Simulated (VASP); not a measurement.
# TiO2 (P3_121) in VASP: single point with PBE

Aim: the single point of TiO2 with PBE.

All numbers are computed with VASP 6.6.1; they aren't measurements. Logs are shortened: lines on timing, memory, paths and dates and some standing lists are left out, and cuts for length are marked.

## (1) The cell of the first run

The typed cell holds 9 atoms: a = 5.750 Å, b = 5.750 Å, c = 6.317 Å, α = 90.00°, β = 90.00°, γ = 120.00°.

## (2) Single point, PBE

Contents of INCAR:

```
PREC = Accurate
ENCUT = 520
EDIFF = 1E-6
ISMEAR = -1
SIGMA = 0.05
LREAL = False
LASPH = True
NELM = 100
ALGO = Normal
ISIF = 2
LWAVE = False
LCHARG = False
GGA = PE
NBANDS = 46
```

Contents of KPOINTS:

```
regular mesh
0
Gamma
  5 5 4
```

Contents of POSCAR:

```
TiO2
1.0
    5.7495425064      0.0000000000      0.0000000000
   -2.8747712532      4.9792498707      0.0000000000
    0.0000000000      0.0000000000      6.3170330752
Ti O
3 6
Direct
    0.5001753044      0.0000000000      0.3333333333
    0.0000000000      0.5001753044      0.6666666667
    0.4998246956      0.4998246956      0.0000000000
    0.5741080948      0.7867214641      0.1669227240
    0.7873866307      0.2132785359      0.4997439427
    0.2126133693      0.4258919052      0.8335893906
    0.7867214641      0.5741080948      0.8330772760
    0.2132785359      0.7873866307      0.5002560573
    0.4258919052      0.2126133693      0.1664106094
```

Potentials or basis: VASP PAW PBE potentials, release 64 (Ti_sv, O).

Started as:

```bash
> cat potpaw_PBE.64/Ti_sv/POTCAR potpaw_PBE.64/O/POTCAR > POTCAR
> mpirun -np 1 vasp_std > vasp.out
```

OUTCAR:

```text
PREC = Accurate
   ENCUT = 520
   EDIFF = 1E-6
   ISMEAR = -1
   LREAL = False
   LASPH = True
   NELM = 100
   ISIF = 2
   GGA = PE

 ion  position               nearest neighbor table
   1  0.500  0.000  0.333-   4 1.82   5 1.82   9 1.82   8 1.82
   2  0.000  0.500  0.667-   7 1.82   8 1.82   6 1.82   5 1.82
   3  0.500  0.500  0.000-   6 1.82   9 1.82   7 1.82   4 1.82
   4  0.574  0.787  0.167-   1 1.82   3 1.82
   5  0.787  0.213  0.500-   1 1.82   2 1.82
   6  0.213  0.426  0.834-   3 1.82   2 1.82
   7  0.787  0.574  0.833-   2 1.82   3 1.82
   8  0.213  0.787  0.500-   2 1.82   1 1.82
   9  0.426  0.213  0.166-   3 1.82   1 1.82

  LATTYP: Found a hexagonal cell.
 ALAT       =     5.7495425064
 C/A-ratio  =     1.0987018651

  Lattice vectors:

 A1 = (   5.7495425064,   0.0000000000,   0.0000000000)
 A2 = (  -2.8747712532,   4.9792498707,   0.0000000000)
 A3 = (   0.0000000000,   0.0000000000,   6.3170330752)

Analysis of symmetry for initial positions (statically):
=====================================================================
 Subroutine PRICEL returns:
 Original cell was already a primitive cell.

 Routine SETGRP: Setting up the symmetry group for a
 hexagonal supercell.

 Subroutine GETGRP returns: Found  6 space group operations
 (whereof  2 operations were pure point group operations)
 out of a pool of 24 trial point group operations.

The static configuration has the point symmetry C_2 .
 The point group associated with its full space group is D_3 .

Analysis of symmetry for dynamics (positions and initial velocities):
=====================================================================
 Subroutine PRICEL returns:
 Original cell was already a primitive cell.

 Routine SETGRP: Setting up the symmetry group for a
 hexagonal supercell.

 Subroutine GETGRP returns: Found  6 space group operations
 (whereof  2 operations were pure point group operations)
 out of a pool of 24 trial point group operations.

The dynamic configuration has the point symmetry C_2 .
 The point group associated with its full space group is D_3 .

 Subroutine INISYM returns: Found  6 space group operations
 (whereof  2 operations are pure point group operations),
 and found     1 'primitive' translations

----------------------------------------------------------------------------------------

                                     Primitive cell

  volume of cell :     180.8466

  direct lattice vectors                    reciprocal lattice vectors
     5.749542506  0.000000000  0.000000000     0.173926882  0.100416732  0.000000000
    -2.874771253  4.979249871  0.000000000     0.000000000  0.200833464  0.000000000
     0.000000000  0.000000000  6.317033075     0.000000000  0.000000000  0.158302163

  length of vectors
     5.749542506  5.749542506  6.317033075     0.200833464  0.200833464  0.158302163

  position of ions in fractional coordinates (direct lattice)
     0.500175304  0.000000000  0.333333333
     1.000000000  0.500175304  0.666666667
     0.499824696  0.499824696  0.000000000
     0.574108095  0.786721464  0.166922724
     0.787386631  0.213278536  0.499743943
     0.212613369  0.425891905  0.833589391
     0.786721464  0.574108095  0.833077276
     0.213278536  0.787386631  0.500256057
     0.425891905  0.212613369  0.166410609

  ion indices of the primitive-cell ions
   primitive index   ion index
                 1           1
                 2           2
                 3           3
                 4           4
                 5           5
                 6           6
                 7           7
                 8           8
                 9           9

----------------------------------------------------------------------------------------

 KPOINTS: regular mesh

Automatic generation of k-mesh.
 Grid dimensions read from file:
 generate k-points for:    5    5    4

 Generating k-lattice:

  Cartesian coordinates                     Fractional coordinates (reciprocal lattice)
     0.034785376  0.020083346  0.000000000     0.200000000 -0.000000000  0.000000000
     0.000000000  0.040166693  0.000000000     0.000000000  0.200000000  0.000000000
     0.000000000  0.000000000  0.039575541     0.000000000  0.000000000  0.250000000

  Length of vectors
     0.040166693  0.040166693  0.039575541

  Shift w.r.t. Gamma in fractional coordinates (k-lattice)
     0.000000000  0.000000000  0.000000000

 Subroutine IBZKPT returns following result:
 ===========================================

 Found     17 irreducible k-points:

 Following reciprocal coordinates:
            Coordinates               Weight
  0.000000  0.000000  0.000000      1.000000
  0.200000  0.000000  0.000000      6.000000
  0.400000  0.000000  0.000000      6.000000
  0.200000  0.200000  0.000000      6.000000
  0.400000  0.200000  0.000000      6.000000
  0.000000  0.000000  0.250000      2.000000
[... 9 lines left out ...]
  0.200000  0.200000  0.500000      6.000000
  0.400000  0.200000  0.500000      6.000000
   k-points           NKPTS =     17   k-points in BZ     NKDIM =     17   number of bands    NBANDS=     46
   number of dos      NEDOS =    301   number of ions     NIONS =      9
   total plane-waves  NPLWV = 110592
   dimension x,y,z NGX =    48 NGY =   48 NGZ =   48
   dimension x,y,z NGXF=    96 NGYF=   96 NGZF=   96
   ions per type =               3   6
   NGX,Y,Z   is equivalent  to a cutoff of  13.88, 13.88, 12.63 a.u.
   NGXF,Y,Z  is equivalent  to a cutoff of  27.76, 27.76, 25.26 a.u.
 SYSTEM =  unknown system
   PREC   = accura    normal or accurate (medium, high low for compatibility)
   ISTART =      0    job   : 0-new  1-cont  2-samecut
   ICHARG =      2    charge: 1-file 2-atom 10-const
   ISPIN  =      1    spin polarized calculation?
   LNONCOLLINEAR =      F non collinear calculations
   LSORBIT =      F    spin-orbit coupling
   LASPH  =      T    aspherical Exc in radial PAW
   ENCUT  =  520.0 eV  38.22 Ry    6.18 a.u.  10.69 10.69 11.75*2*pi/ulx,y,z
   NELM   =    100;   NELMIN=  2; NELMDL= -5     # of ELM steps
   EDIFF  = 0.1E-05   stopping-criterion for ELM
   LREAL  =      F    real-space projection
   EDIFFG = 0.1E-04   stopping-criterion for IOM
   NSW    =      0    number of steps for IOM
   IBRION =     -1    ionic relax: 0-MD 1-quasi-New 2-CG
   NFREE  =      0    steps in history (QN), initial steepest desc. (CG)
   ISIF   =      2    stress and relaxation
   ISYM   =      2    0-nonsym 1-usesym 2-fastsym
   POTIM  = 0.5000    time-step for ionic-motion
   TEBEG  =    0.0;   TEEND  =   0.0 temperature during run
   PSTRESS=    0.0 pullay stress
   NELECT =      72.0000    total number of electrons
   NUPDOWN=      -1.0000    fix difference up-down
   EMIN   =  10.00;   EMAX   =-10.00  energy-range for DOS
   EFERMI =   0.00;   METHOD = LEGACY
   ISMEAR =    -1;   SIGMA  =   0.05  broadening in eV -4-tet -1-fermi 0-gaus
   EFERMI_NEDOS =   21; number of points for ismear=-14 and -15
   IALGO  =     38    algorithm
   IMIX   =      4    mixing-type and parameters
     AMIX     =   0.40;   BMIX     =  1.00
     AMIX_MAG =   1.60;   BMIX_MAG =  1.00
  volume/ion in A,a.u.               =      20.09       135.60
  Fermi-wavevector in a.u.,A,eV,Ry     =   1.204339  2.275871 19.734343  1.450433
  Thomas-Fermi vector in A             =   2.340067
   LORBIT       =      0    0 simple, 1 ext, 2 COOP (PROOUT), +10 PAW based schemes
   GGA     = PE    functional components
   LHFCALC =     F    Hartree Fock is set to
   AEXX    =    0.0000 exact exchange contribution
   IVDW    =     0    specifies the selected vdW correction
   LEPSILON=     F    determine dielectric tensor
   LRPA    =     F    only Hartree local field effects (RPA)
 non-spin polarized calculation
  energy-cutoff  :      520.00
  volume of cell :      180.85
 maximum number of plane-waves:      4907
 NGX is ok and might be reduce to    48
   NGX = 21   NGY = 21   NGZ = 23

 number of electron      71.9999998 magnetization

 Free energy of the ion-electron system (eV)
  ---------------------------------------------------
  ext. energy  EPLUGINS =         0.00000000
  ---------------------------------------------------
  free energy    TOTEN  =       -80.46695240 eV

  energy without entropy =      -80.46695240  energy(sigma->0) =      -80.46695240

 E-fermi :  -0.2214     XC(G=0):  -7.5225

 val. band max:       -1.5089723637   @ k =   0.0000   0.0000   0.5000
 cond. band min:       1.8333472827   @ k =   0.0000   0.0000   0.0000
 fundamental gap:      3.3423196464
 Fermi energy:        -0.2214417723

 k-point     1 :       0.0000    0.0000    0.0000
  band No.  band energies     occupation
      1     -56.9421      2.00000
      2     -56.9335      2.00000
      3     -56.9335      2.00000
      4     -33.3589      2.00000
      5     -33.3388      2.00000
      6     -33.3388      2.00000
[... 38 lines left out ...]
     45       3.9143      0.00000
     46       4.3992      0.00000

 k-point     2 :       0.2000    0.0000    0.0000
  band No.  band energies     occupation
      1     -56.9414      2.00000
      2     -56.9342      2.00000
      3     -56.9335      2.00000
      4     -33.3566      2.00000
      5     -33.3413      2.00000
      6     -33.3407      2.00000
[... 38 lines left out ...]
     45       4.2273      0.00000
     46       4.4279      0.00000

 k-point     3 :       0.4000    0.0000    0.0000
  band No.  band energies     occupation
      1     -56.9397      2.00000
      2     -56.9359      2.00000
      3     -56.9335      2.00000
      4     -33.3520      2.00000
      5     -33.3456      2.00000
      6     -33.3444      2.00000
[... 675 lines left out ...]
     45       4.2465      0.00000
     46       4.5983      0.00000

 k-point    17 :       0.4000    0.2000    0.5000
  band No.  band energies     occupation
      1     -56.9392      2.00000
      2     -56.9358      2.00000
      3     -56.9340      2.00000
      4     -33.3579      2.00000
      5     -33.3417      2.00000
      6     -33.3414      2.00000
[... 38 lines left out ...]
     45       4.0567      0.00000
     46       4.4017      0.00000

------------------------ aborting loop because EDIFF is reached ----------------------------------------

  FORCE on cell =-STRESS in cart. coord.  units (eV):
  Direction    XX          YY          ZZ          XY          YZ          ZX
  --------------------------------------------------------------------------------------
  -------------------------------------------------------------------------------------
  Total        0.4372613      0.4372613      0.4484240      0.0000000     -0.0000000     -0.0000000
  in kB        3.8738365      3.8738365      3.9727304      0.0000000     -0.0000000     -0.0000000
  external PRESSURE =       3.9068011 kB  Pullay stress =       0.0000000 kB

 VOLUME and BASIS-vectors are now :
 -----------------------------------------------------------------------------
  energy-cutoff  :      520.00
  volume of cell :      180.85
      direct lattice vectors                 reciprocal lattice vectors
     5.749542506  0.000000000  0.000000000     0.173926882  0.100416732  0.000000000
    -2.874771253  4.979249871  0.000000000     0.000000000  0.200833464  0.000000000
     0.000000000  0.000000000  6.317033075     0.000000000  0.000000000  0.158302163

 POSITION                                       TOTAL-FORCE (eV/Angst)
 -----------------------------------------------------------------------------------
      2.87578      0.00000      2.10568         0.000122      0.000000      0.000000
     -1.43789      2.49050      4.21136        -0.000061      0.000106     -0.000000
      1.43688      2.48875      0.00000        -0.000061     -0.000106      0.000000
      1.03921      3.91728      1.05446         0.022375      0.013000      0.000024
      3.91399      1.06197      3.15690         0.022375     -0.013000     -0.000024
     -0.00191      2.12062      5.26581         0.000071     -0.025877      0.000024
      2.87286      2.85863      5.26258         0.000071      0.025877     -0.000024
     -1.03730      3.92059      3.16013        -0.022445      0.012877      0.000024
      1.83747      1.05866      1.05122        -0.022445     -0.012877     -0.000024
 -----------------------------------------------------------------------------------
    total drift:                                0.000001      0.000000      0.000000

  FREE ENERGIE OF THE ION-ELECTRON SYSTEM (eV)
  ---------------------------------------------------
  free  energy   TOTEN  =       -80.4669523992 eV

  energy  without entropy=      -80.4669523992  energy(sigma->0) =      -80.46695240
```

It took 1.7 min on 1 thread of Intel Xeon 6975P-C (Granite Rapids), shared host; peak memory 0.36 GiB.

Results:

| Item | Value |
| --- | --- |
| Free energy | -80.4670 eV |
| Pressure | 0.4 GPa |
| Largest force | 0.026 eV/Å |
| Band gap on the k mesh | 3.34 eV (least direct gap 3.41 eV) |

Forces in eV/Å, atoms in the order of the input:
```
Ti   0.000  0.000  0.000
Ti   0.000  0.000  0.000
Ti   0.000  0.000  0.000
O    0.022  0.013  0.000
O    0.022 -0.013  0.000
O    0.000 -0.026  0.000
O    0.000  0.026  0.000
O   -0.022  0.013  0.000
O   -0.022 -0.013  0.000
```

Caveat: an odd mesh through Γ misses points on the zone boundary, where band edges can lie.
